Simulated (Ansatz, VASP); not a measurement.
NaCl: VASP beside Ansatz

```xyz
2
Lattice="0.0000 2.8317 2.8317 2.8317 0.0000 2.8317 2.8317 2.8317 0.0000" Properties=species:S:1:pos:R:3 pbc="T T T"
Na    0.0000    0.0000    0.0000
Cl    2.8317    2.8317    2.8317
```

Alike in both runs: task single point; functional r2SCAN; k mesh 10 × 10 × 10; occupations gaussian, width 0.05 eV; no spin polarisation.

```csv
,VASP,Ansatz
version,VASP 6.6.1,Ansatz 0.2.0
potentials or method,"VASP PAW PBE potentials, release 64 (Na_pv, Cl), cutoff 520 eV","scalar-relativistic, plane waves, PAW"
valence electrons in the cell,14,16
```

VASP gave:

```
gap on the k mesh at the Fermi level (eV) : 5.87
least direct gap on the mesh (eV)         : 5.87
pressure (GPa)                            : -1.0
```

Task: Estimate Ansatz's values.

Result: gap on the k mesh at the Fermi level (eV): 5.85; least direct gap on the mesh (eV): 5.85; pressure (GPa): -0.8.

VASP's potentials were made for PBE, not for r2SCAN. With one functional, cell and mesh, what is left measures potentials, basis and numerics. VASP's potentials hold 14 valence electrons a cell and Ansatz's 16, so a difference there can come from the potentials and not from the codes.
